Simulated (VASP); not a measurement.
PrPb5: relaxation of cell and atoms with PBE

PrPb5:

```
CELL_PARAMETERS angstrom
0.00000 4.50345 4.50345
4.50345 0.00000 4.50345
4.50345 4.50345 0.00000
ATOMIC_POSITIONS crystal
Pr 0.50000 0.50000 0.50000
Pb 0.87280 0.87280 0.87280
Pb 0.87280 0.87280 0.38159
Pb 0.87280 0.38159 0.87280
Pb 0.38159 0.87280 0.87280
Pb 0.25000 0.25000 0.25000
```

The cell was built from a structure type or drawn by symmetry, and may not be a known phase.

| Item | Value |
| --- | --- |
| Program | VASP 6.6.1 |
| Task | relaxation of cell and atoms |
| Functional | PBE |
| Potentials or basis | VASP PAW PBE potentials, release 64 (Pr_3, Pb_d), 4f in core |
| Cutoff | 500 eV |
| k mesh | 3 × 3 × 3 |
| Occupations | gaussian, width 0.2 eV |
| Spin | no spin polarisation |
| Dipole correction | no |
| Mended | yes |
| Further INCAR settings | ALGO = Normal; EDIFF = 1e-07; IBRION = 2; EDIFFG = -0.08; NSW = 36; ISIF = 3 |

```
Relaxed volume                        : 32.43 Å³/atom
Relaxed cell                          : a = 6.505 Å, b = 6.505 Å, c = 6.505 Å, α = 60.00°, β = 60.00°, γ = 60.00°
Space group after relaxing (to 0.1 Å) : F-43m (No. 216)
Energy gained by relaxing             : 22.9 meV/atom
Ionic steps                           : 4
Pressure after relaxing               : 0.0 GPa
Largest force after relaxing          : 0.055 eV/Å
Band gap on the k mesh                : zero (an odd number of electrons rules out a gap without spin polarisation)
```

Forces in eV/Å, atoms in the order of the input:
```
Pr   0.000  0.000  0.000
Pb   0.032  0.032  0.032
Pb  -0.032 -0.032  0.032
Pb  -0.032  0.032 -0.032
Pb   0.032 -0.032 -0.032
Pb   0.000  0.000  0.000
```

The path:
```tsv
step	energy change (eV)	largest force (eV/Å)	pressure (GPa)	volume (Å³)
1	0.0000	0.5127	3.18	182.67
2	-0.1232	0.0499	-0.96	199.12
3	-0.1347	0.1366	-0.12	195.11
4	-0.1375	0.0548	-0.03	194.60
```

Final structure:
```cif
data_structure
_symmetry_space_group_name_H-M 'P 1'
_symmetry_Int_Tables_number 1
_cell_length_a 6.5046
_cell_length_b 6.5046
_cell_length_c 6.5046
_cell_angle_alpha 60.000
_cell_angle_beta 60.000
_cell_angle_gamma 60.000
_cell_volume 194.60
loop_
_atom_site_label
_atom_site_type_symbol
_atom_site_fract_x
_atom_site_fract_y
_atom_site_fract_z
_atom_site_occupancy
Pr1 Pr 0.50000 0.50000 0.50000 1
Pb1 Pb 0.87443 0.87443 0.87443 1
Pb2 Pb 0.87443 0.87443 0.37671 1
Pb3 Pb 0.87443 0.37671 0.87443 1
Pb4 Pb 0.37671 0.87443 0.87443 1
Pb5 Pb 0.25000 0.25000 0.25000 1
```

Levels at points of the mesh, in eV from the Fermi level:
| k point | band 37 | band 38 | band 39 | band 40 | band 41 | band 42 | band 43 | band 44 |
| --- | --- | --- | --- | --- | --- | --- | --- | --- |
| (0.00, 0.00, 0.00) | -3.10 | -3.10 | -1.84 | -1.84 | 0.41 | 0.41 | 0.41 | 1.99 |

It took 86 s on 1 thread of Intel(R) Xeon(R) 6975P-C (Granite Rapids), with other jobs on the host, peak memory 0.34 GiB.

Caveat: the k points lie up to 0.39 Å⁻¹ apart in the final cell, too coarse for converged energies and pressures of a metal; spin-orbit coupling is left out, which moves the levels of the heavy elements; the 4f electrons are frozen in the core, so they carry no moment and show no levels; the relaxation stopped at a loose force limit of 0.08 eV/Å, so its end isn't a converged minimum. Spin polarisation is off, so any magnetic state and its effect on volume and gap are missing.
